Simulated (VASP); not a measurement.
TaN (rocksalt type): single point with LDA

Crystal: TaN (rocksalt type).

```xyz
2
Lattice="0.0000 2.1296 2.1296 2.1296 0.0000 2.1296 2.1296 2.1296 0.0000" Properties=species:S:1:pos:R:3 pbc="T T T"
Ta    0.0000    0.0000    0.0000
N     2.1296    2.1296    2.1296
```

| Quantity | Value |
| --- | --- |
| Program | VASP 6.6.1 |
| Task | single point |
| Functional | LDA |
| Potentials or basis | VASP PAW LDA potentials, release 64 (Ta_sv_GW, N) |
| Cutoff | 700 eV |
| k mesh | 15 × 15 × 15 |
| Occupations | fermi-dirac, width 0.05 eV |
| Spin | no spin polarisation |

```json
{
 "Pressure": "28.2 GPa",
 "Band gap on the k mesh": "zero (bands 9 and 10 overlap by 4.51 eV)"
}
```

Levels at points of the mesh, in eV from the Fermi level:
```
           k point  band 7  band 8  band 9  band 10  band 11  band 12
(0.00, 0.00, 0.00)   -4.03   -4.03   -2.41    -2.41    -2.41     0.04
```

It took 47 s on 1 thread of Intel(R) Xeon(R) Platinum 8259CL CPU @ 2.50GHz (Skylake/Cascade Lake), with other jobs on the host, peak memory 0.2 GiB.

Caveat: the cell stands under pressure; spin-orbit coupling is left out, which moves the levels of the heavy elements.
